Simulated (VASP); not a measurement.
# SnSe in VASP: further runs

Runs on SnSe. Level: LDA. Tasks: single point.

All numbers are computed with VASP 6.6.1; they aren't measurements. Logs are shortened: lines on timing, memory, paths and dates and some standing lists are left out, and cuts for length are marked.

## (1) The cell of the first run

The cell holds a slab with vacuum, 4 atoms: a = 4.314 Å, b = 4.314 Å, c = 11.063 Å, α = 90.00°, β = 90.00°, γ = 90.00°.

## (2) Single point, LDA (volume scaled by 1.02)

File INCAR:

```
ALGO = Normal ; EDIFF = 1E-6
ENCUT = 520 ; ISIF = 2
ISMEAR = -1 ; LASPH = T
LCHARG = T ; LELF = T
LREAL = F ; LVHAR = T
LWAVE = F ; NBANDS = 28
NELM = 100 ; PREC = Accurate
SIGMA = 0.05
```

File KPOINTS:

```
k-points
0
Gamma
  6 6 3
```

File POSCAR:

```
SnSe
1.0
    4.3137078980      0.0000000000      0.0000000000
    0.0000000000      4.3137078980      0.0000000000
    0.0000000000      0.0000000000     11.0634802918
Sn Se
2 2
Direct
    0.0000000000      0.5000000000      0.6277708900
    0.5000000000      0.0000000000      0.3722291100
    0.0000000000      0.5000000000      0.3839605100
    0.5000000000      0.0000000000      0.6160394900
```

Potentials or basis: VASP PAW LDA potentials, release 64 (Sn_d, Se).

Started as:

```bash
cat potpaw_LDA.64/Sn_d/POTCAR potpaw_LDA.64/Se/POTCAR > POTCAR
mpirun -np 1 vasp_std > vasp.out
```

OUTCAR:

```text
EDIFF = 1E-6
   ENCUT = 520
   ISIF = 2
   ISMEAR = -1
   LASPH = T
   LREAL = F
   NELM = 100
   PREC = Accurate

 ion  position               nearest neighbor table
   1  0.000  0.500  0.628-   3 2.70   4 3.05   4 3.05   4 3.05   4 3.05
   2  0.500  0.000  0.372-   4 2.70   3 3.05   3 3.05   3 3.05   3 3.05
   3  0.000  0.500  0.384-   1 2.70   2 3.05   2 3.05   2 3.05   2 3.05
   4  0.500  0.000  0.616-   2 2.70   1 3.05   1 3.05   1 3.05   1 3.05

  LATTYP: Found a simple tetragonal cell.
 ALAT       =     4.3137078980
 C/A-ratio  =     2.5647263453

  Lattice vectors:

 A1 = (   4.3137078980,   0.0000000000,   0.0000000000)
 A2 = (   0.0000000000,   4.3137078980,   0.0000000000)
 A3 = (   0.0000000000,   0.0000000000,  11.0634802918)

Analysis of symmetry for initial positions (statically):
=====================================================================
 Subroutine PRICEL returns:
 Original cell was already a primitive cell.

 Routine SETGRP: Setting up the symmetry group for a
 simple tetragonal supercell.

 Subroutine GETGRP returns: Found 16 space group operations
 (whereof  8 operations were pure point group operations)
 out of a pool of 16 trial point group operations.

The static configuration has the point symmetry D_2d.
 The point group associated with its full space group is D_4h.

Analysis of symmetry for dynamics (positions and initial velocities):
=====================================================================
 Subroutine PRICEL returns:
 Original cell was already a primitive cell.

 Routine SETGRP: Setting up the symmetry group for a
 simple tetragonal supercell.

 Subroutine GETGRP returns: Found 16 space group operations
 (whereof  8 operations were pure point group operations)
 out of a pool of 16 trial point group operations.

The dynamic configuration has the point symmetry D_2d.
 The point group associated with its full space group is D_4h.

 Subroutine INISYM returns: Found 16 space group operations
 (whereof  8 operations are pure point group operations),
 and found     1 'primitive' translations

----------------------------------------------------------------------------------------

                                     Primitive cell

  volume of cell :     205.8701

  direct lattice vectors                    reciprocal lattice vectors
     4.313707898  0.000000000  0.000000000     0.231819127  0.000000000  0.000000000
     0.000000000  4.313707898  0.000000000     0.000000000  0.231819127  0.000000000
     0.000000000  0.000000000 11.063480292     0.000000000  0.000000000  0.090387471

  length of vectors
     4.313707898  4.313707898 11.063480292     0.231819127  0.231819127  0.090387471

  position of ions in fractional coordinates (direct lattice)
     0.000000000  0.500000000  0.627770890
     0.500000000  0.000000000  0.372229110
     0.000000000  0.500000000  0.383960510
     0.500000000  0.000000000  0.616039490

  ion indices of the primitive-cell ions
   primitive index   ion index
                 1           1
                 2           2
                 3           3
                 4           4

----------------------------------------------------------------------------------------

 KPOINTS: k-points

Automatic generation of k-mesh.
 Grid dimensions read from file:
 generate k-points for:    6    6    3

 Generating k-lattice:

  Cartesian coordinates                     Fractional coordinates (reciprocal lattice)
     0.038636521  0.000000000  0.000000000     0.166666667  0.000000000  0.000000000
     0.000000000  0.038636521  0.000000000     0.000000000  0.166666667  0.000000000
     0.000000000  0.000000000  0.030129157     0.000000000  0.000000000  0.333333333

  Length of vectors
     0.038636521  0.038636521  0.030129157

  Shift w.r.t. Gamma in fractional coordinates (k-lattice)
     0.000000000  0.000000000  0.000000000

 Subroutine IBZKPT returns following result:
 ===========================================

 Found     20 irreducible k-points:

 Following reciprocal coordinates:
            Coordinates               Weight
  0.000000  0.000000  0.000000      1.000000
  0.166667  0.000000  0.000000      4.000000
  0.333333  0.000000  0.000000      4.000000
  0.500000  0.000000  0.000000      2.000000
  0.166667  0.166667  0.000000      4.000000
  0.333333  0.166667  0.000000      8.000000
[... 12 lines left out ...]
  0.500000  0.333333  0.333333      8.000000
  0.500000  0.500000  0.333333      2.000000
   k-points           NKPTS =     20   k-points in BZ     NKDIM =     20   number of bands    NBANDS=     28
   number of dos      NEDOS =    301   number of ions     NIONS =      4
   total plane-waves  NPLWV =  86016
   dimension x,y,z NGX =    32 NGY =   32 NGZ =   84
   dimension x,y,z NGXF=    64 NGYF=   64 NGZF=  168
   ions per type =               2   2
   NGX,Y,Z   is equivalent  to a cutoff of  12.33, 12.33, 12.62 a.u.
   NGXF,Y,Z  is equivalent  to a cutoff of  24.66, 24.66, 25.24 a.u.
 SYSTEM =  unknown system
   PREC   = accura    normal or accurate (medium, high low for compatibility)
   ISTART =      0    job   : 0-new  1-cont  2-samecut
   ICHARG =      2    charge: 1-file 2-atom 10-const
   ISPIN  =      1    spin polarized calculation?
   LNONCOLLINEAR =      F non collinear calculations
   LSORBIT =      F    spin-orbit coupling
   LASPH  =      T    aspherical Exc in radial PAW
   ENCUT  =  520.0 eV  38.22 Ry    6.18 a.u.   8.02  8.02 20.57*2*pi/ulx,y,z
   NELM   =    100;   NELMIN=  2; NELMDL= -5     # of ELM steps
   EDIFF  = 0.1E-05   stopping-criterion for ELM
   LREAL  =      F    real-space projection
   EDIFFG = 0.1E-04   stopping-criterion for IOM
   NSW    =      0    number of steps for IOM
   IBRION =     -1    ionic relax: 0-MD 1-quasi-New 2-CG
   NFREE  =      0    steps in history (QN), initial steepest desc. (CG)
   ISIF   =      2    stress and relaxation
   ISYM   =      2    0-nonsym 1-usesym 2-fastsym
   POTIM  = 0.5000    time-step for ionic-motion
   TEBEG  =    0.0;   TEEND  =   0.0 temperature during run
   PSTRESS=    0.0 pullay stress
   NELECT =      40.0000    total number of electrons
   NUPDOWN=      -1.0000    fix difference up-down
   EMIN   =  10.00;   EMAX   =-10.00  energy-range for DOS
   EFERMI =   0.00;   METHOD = LEGACY
   ISMEAR =    -1;   SIGMA  =   0.05  broadening in eV -4-tet -1-fermi 0-gaus
   EFERMI_NEDOS =   21; number of points for ismear=-14 and -15
   IALGO  =     38    algorithm
   IMIX   =      4    mixing-type and parameters
     AMIX     =   0.40;   BMIX     =  1.00
     AMIX_MAG =   1.60;   BMIX_MAG =  1.00
  volume/ion in A,a.u.               =      51.47       347.32
  Fermi-wavevector in a.u.,A,eV,Ry     =   0.948194  1.791826 12.232609  0.899071
  Thomas-Fermi vector in A             =   2.076359
   LORBIT       =      0    0 simple, 1 ext, 2 COOP (PROOUT), +10 PAW based schemes
   GGA     = CA    functional components
   LHFCALC =     F    Hartree Fock is set to
   AEXX    =    0.0000 exact exchange contribution
   IVDW    =     0    specifies the selected vdW correction
   LEPSILON=     F    determine dielectric tensor
   LRPA    =     F    only Hartree local field effects (RPA)
 non-spin polarized calculation
  energy-cutoff  :      520.00
  volume of cell :      205.87
 maximum number of plane-waves:      5600
   NGX = 17   NGY = 17   NGZ = 41

 number of electron      40.0000012 magnetization

 Free energy of the ion-electron system (eV)
  ---------------------------------------------------
  ext. energy  EPLUGINS =         0.00000000
  ---------------------------------------------------
  free energy    TOTEN  =       -18.39245005 eV

  energy without entropy =      -18.39244985  energy(sigma->0) =      -18.39244995

 E-fermi :   0.9753     XC(G=0):  -6.1713

 val. band max:        0.2470552417   @ k =   0.3333   0.0000   0.3333
 cond. band min:       1.7194342528   @ k =   0.3333   0.0000   0.3333
 fundamental gap:      1.4723790111
 Fermi energy:         0.9752557176

 k-point     1 :       0.0000    0.0000    0.0000
  band No.  band energies     occupation
      1     -20.6875      2.00000
      2     -20.6824      2.00000
      3     -20.6820      2.00000
      4     -20.6759      2.00000
      5     -20.6755      2.00000
      6     -20.6502      2.00000
[... 20 lines left out ...]
     27       5.8711      0.00000
     28       5.8720      0.00000

 k-point     2 :       0.1667    0.0000    0.0000
  band No.  band energies     occupation
      1     -20.6852      2.00000
      2     -20.6833      2.00000
      3     -20.6807      2.00000
      4     -20.6779      2.00000
      5     -20.6726      2.00000
      6     -20.6505      2.00000
[... 20 lines left out ...]
     27       5.5292      0.00000
     28       5.5728      0.00000

 k-point     3 :       0.3333    0.0000    0.0000
  band No.  band energies     occupation
      1     -20.6858      2.00000
      2     -20.6828      2.00000
      3     -20.6809      2.00000
      4     -20.6779      2.00000
      5     -20.6644      2.00000
      6     -20.6520      2.00000
[... 20 lines left out ...]
     27       5.3238      0.00000
     28       6.8037      0.00000

 k-point     4 :       0.5000    0.0000    0.0000
  band No.  band energies     occupation
      1     -20.6861      2.00000
      2     -20.6861      2.00000
      3     -20.6778      2.00000
      4     -20.6778      2.00000
      5     -20.6564      2.00000
      6     -20.6564      2.00000
[... 454 lines left out ...]
     27       6.1056      0.00000
     28       6.2200      0.00000

 k-point    19 :       0.5000    0.3333    0.3333
  band No.  band energies     occupation
      1     -20.6976      2.00000
      2     -20.6976      2.00000
      3     -20.6695      2.00000
      4     -20.6695      2.00000
      5     -20.6516      2.00000
      6     -20.6516      2.00000
[... 20 lines left out ...]
     27       5.8906      0.00000
     28       5.8906      0.00000

 k-point    20 :       0.5000    0.5000    0.3333
  band No.  band energies     occupation
      1     -20.7011      2.00000
      2     -20.7011      2.00000
      3     -20.6670      2.00000
      4     -20.6670      2.00000
      5     -20.6502      2.00000
      6     -20.6502      2.00000
[... 20 lines left out ...]
     27       6.6071      0.00000
     28       6.6071      0.00000

------------------------ aborting loop because EDIFF is reached ----------------------------------------

  FORCE on cell =-STRESS in cart. coord.  units (eV):
  Direction    XX          YY          ZZ          XY          YZ          ZX
  --------------------------------------------------------------------------------------
  -------------------------------------------------------------------------------------
  Total       -2.8314072     -2.8314072     -1.3274671      0.0000000      0.0000000      0.0000000
  in kB      -22.0353363    -22.0353363    -10.3309702      0.0000000      0.0000000      0.0000000
  external PRESSURE =     -18.1338809 kB  Pullay stress =       0.0000000 kB

 VOLUME and BASIS-vectors are now :
 -----------------------------------------------------------------------------
  energy-cutoff  :      520.00
  volume of cell :      205.87
      direct lattice vectors                 reciprocal lattice vectors
     4.313707898  0.000000000  0.000000000     0.231819127  0.000000000  0.000000000
     0.000000000  4.313707898  0.000000000     0.000000000  0.231819127  0.000000000
     0.000000000  0.000000000 11.063480292     0.000000000  0.000000000  0.090387471

 POSITION                                       TOTAL-FORCE (eV/Angst)
 -----------------------------------------------------------------------------------
      0.00000      2.15685      6.94533         0.000000      0.000000     -0.346712
      2.15685      0.00000      4.11815        -0.000000     -0.000000      0.346712
      0.00000      2.15685      4.24794         0.000000     -0.000000      0.124321
      2.15685      0.00000      6.81554        -0.000000     -0.000000     -0.124321
 -----------------------------------------------------------------------------------
    total drift:                                0.000000      0.000000      0.000000

  FREE ENERGIE OF THE ION-ELECTRON SYSTEM (eV)
  ---------------------------------------------------
  free  energy   TOTEN  =       -18.3924500519 eV

  energy  without entropy=      -18.3924498452  energy(sigma->0) =      -18.39244995
```

Wall time 42 s (1 thread of Intel Xeon 6975P-C (Granite Rapids), shared host); peak memory 0.28 GiB.

Results:

```
Free energy            : -18.3925 eV
Largest force          : 0.347 eV/Å
Band gap on the k mesh : 1.47 eV, direct
```

Forces on the atoms (eV/Å):
```
Sn   0.000  0.000 -0.347
Sn   0.000  0.000  0.347
Se   0.000  0.000  0.124
Se   0.000  0.000 -0.124
```

Caveat: spin-orbit coupling is left out, which moves the levels of the heavy elements.

## (3) Single point, LDA (volume scaled by 1.04)

File INCAR:

```
PREC = Accurate
ENCUT = 520
EDIFF = 1E-7
ISMEAR = -1
SIGMA = 0.05
LREAL = F
LASPH = T
NELM = 100
ALGO = Normal
ISIF = 2
LWAVE = F
LCHARG = F
NBANDS = 28
```

File KPOINTS:

```
Automatic mesh
0
Gamma
  6 6 3
```

File POSCAR:

```
SnSe
1.0
    4.3417197731      0.0000000000      0.0000000000
    0.0000000000      4.3417197731      0.0000000000
    0.0000000000      0.0000000000     11.1353230860
Sn Se
2 2
Direct
    0.0000000000      0.5000000000      0.6277708900
    0.5000000000      0.0000000000      0.3722291100
    0.0000000000      0.5000000000      0.3839605100
    0.5000000000      0.0000000000      0.6160394900
```

Potentials or basis: VASP PAW LDA potentials, release 64 (Sn_d, Se).

Started as:

```bash
cat potpaw_LDA.64/Sn_d/POTCAR potpaw_LDA.64/Se/POTCAR > POTCAR
mpirun -np 1 vasp_std > vasp.out
```

It took 39 s on 1 thread of Intel Xeon 6975P-C (Granite Rapids), shared host; peak memory 0.28 GiB.

Results (log left out):

```
Free energy            : -18.3420 eV
Largest force          : 0.464 eV/Å
Band gap on the k mesh : 1.49 eV, direct
```

Forces on the atoms (eV/Å):
```
Sn   0.000  0.000 -0.464
Sn   0.000  0.000  0.464
Se   0.000  0.000  0.219
Se   0.000  0.000 -0.219
```

Levels at points of the mesh, in eV from the valence-band top:
| k point | band 17 | band 18 | band 19 | band 20 | band 21 | band 22 | band 23 | band 24 |
| --- | --- | --- | --- | --- | --- | --- | --- | --- |
| (0.00, 0.00, 0.00) | -2.72 | -1.45 | -1.45 | -0.16 | 1.72 | 3.92 | 3.99 | 4.32 |
| (0.50, 0.00, 0.00) | -1.27 | -1.27 | -0.15 | -0.15 | 1.52 | 1.52 | 2.13 | 2.13 |
| (0.50, 0.50, 0.00) | -2.90 | -2.90 | -1.48 | -1.48 | 3.66 | 3.66 | 4.85 | 4.85 |

Caveat: spin-orbit coupling is left out, which moves the levels of the heavy elements.

## (4) Single point, LDA (volume scaled by 1.06)

INCAR, as its differences from that of step 3:

```diff
@@ -2,3 +2,3 @@
 ENCUT = 520
-EDIFF = 1E-7
+EDIFF = 1E-6
 ISMEAR = -1
@@ -12,2 +12,3 @@
 LCHARG = F
+GGA = CA
 NBANDS = 28
```

KPOINTS is that of step 3.

File POSCAR:

```
SnSe
1.0
    4.3693747848      0.0000000000      0.0000000000
    0.0000000000      4.3693747848      0.0000000000
    0.0000000000      0.0000000000     11.2062506230
Sn Se
2 2
Direct
    0.0000000000      0.5000000000      0.6277708900
    0.5000000000      0.0000000000      0.3722291100
    0.0000000000      0.5000000000      0.3839605100
    0.5000000000      0.0000000000      0.6160394900
```

Potentials or basis: VASP PAW LDA potentials, release 64 (Sn_d, Se).

Started as:

```bash
cat potpaw_LDA.64/Sn_d/POTCAR potpaw_LDA.64/Se/POTCAR > POTCAR
mpirun -np 1 vasp_std > vasp.out
```

OUTCAR:

```text
PREC = Accurate
   ENCUT = 520
   EDIFF = 1E-6
   ISMEAR = -1
   LREAL = F
   LASPH = T
   NELM = 100
   ISIF = 2
   GGA = CA

 ion  position               nearest neighbor table
   1  0.000  0.500  0.628-   3 2.73   4 3.09   4 3.09   4 3.09   4 3.09
   2  0.500  0.000  0.372-   4 2.73   3 3.09   3 3.09   3 3.09   3 3.09
   3  0.000  0.500  0.384-   1 2.73   2 3.09   2 3.09   2 3.09   2 3.09
   4  0.500  0.000  0.616-   2 2.73   1 3.09   1 3.09   1 3.09   1 3.09

  LATTYP: Found a simple tetragonal cell.
[... 813 lines left out ...]
  Direction    XX          YY          ZZ          XY          YZ          ZX
  --------------------------------------------------------------------------------------
  -------------------------------------------------------------------------------------
  Total       -3.9623463     -3.9623463     -2.4647552      0.0000000     -0.0000000      0.0000000
  in kB      -29.6731797    -29.6731797    -18.4580341      0.0000000     -0.0000000      0.0000000
  external PRESSURE =     -25.9347978 kB  Pullay stress =       0.0000000 kB

 VOLUME and BASIS-vectors are now :
 -----------------------------------------------------------------------------
  energy-cutoff  :      520.00
  volume of cell :      213.94
      direct lattice vectors                 reciprocal lattice vectors
     4.369374785  0.000000000  0.000000000     0.228865696  0.000000000  0.000000000
     0.000000000  4.369374785  0.000000000     0.000000000  0.228865696  0.000000000
     0.000000000  0.000000000 11.206250623     0.000000000  0.000000000  0.089235912

 POSITION                                       TOTAL-FORCE (eV/Angst)
 -----------------------------------------------------------------------------------
      0.00000      2.18469      7.03496         0.000000     -0.000000     -0.573027
      2.18469      0.00000      4.17129         0.000000     -0.000000      0.573027
      0.00000      2.18469      4.30276         0.000000      0.000000      0.306264
      2.18469      0.00000      6.90349         0.000000     -0.000000     -0.306264
 -----------------------------------------------------------------------------------
    total drift:                                0.000000      0.000000      0.000000

  FREE ENERGIE OF THE ION-ELECTRON SYSTEM (eV)
  ---------------------------------------------------
  free  energy   TOTEN  =       -18.2816160817 eV

  energy  without entropy=      -18.2816158933  energy(sigma->0) =      -18.28161599
```

stdout:

```text
POSCAR found type information on POSCAR SnSe
 POSCAR found :  2 types and       4 ions
 scaLAPACK will be used
 LDA part: xc-table for (Slater(with rela. corr.)+CA(PZ))
 , standard interpolation
 POSCAR, INCAR and KPOINTS ok, starting setup
 FFT: planning ... GRIDC
 FFT: planning ... GRID_SOFT
 FFT: planning ... GRID
 WAVECAR not read
 entering main loop
```

Wall time 50 s (1 thread of Intel Xeon 6975P-C (Granite Rapids), shared host); peak memory 0.29 GiB.

Results:

```yaml
Free_energy: -18.2816 eV
Largest_force: 0.573 eV/Å
Band_gap_on_the_k_mesh: 1.50 eV, direct
```

Forces on the atoms (eV/Å):
```
Sn   0.000  0.000 -0.573
Sn   0.000  0.000  0.573
Se   0.000  0.000  0.306
Se   0.000  0.000 -0.306
```

Levels at points of the mesh, in eV from the valence-band top:
```csv
k point,band 18,band 19,band 20,band 21,band 22,band 23
"(0.00, 0.00, 0.00)",-1.39,-1.39,-0.15,1.75,3.95,4.07
"(0.50, 0.00, 0.00)",-1.20,-0.14,-0.14,1.51,1.51,2.14
"(0.50, 0.50, 0.00)",-2.80,-1.43,-1.43,3.64,3.64,4.81
```

Caveat: spin-orbit coupling is left out, which moves the levels of the heavy elements.

## (5) The runs side by side

| cell | gap on the mesh (eV) | largest force (eV/Å) |
| --- | --- | --- |
| a = 4.314, b = 4.314, c = 11.063 Å, 4 atoms | 1.47 | 0.35 |
| a = 4.342, b = 4.342, c = 11.135 Å, 4 atoms | 1.49 | 0.46 |
| a = 4.369, b = 4.369, c = 11.206 Å, 4 atoms | 1.50 | 0.57 |

Alike in all rows: task single point; level LDA; potentials or basis VASP PAW LDA potentials, release 64 (Sn_d, Se); no spin polarisation; k mesh 6 × 6 × 3; cutoff (eV) 520; smearing fermi-dirac 0.05 eV.

Caveats: spin-orbit coupling is left out, which moves the levels of the heavy elements.

Absolute energies hang on the potentials; compare differences alone.
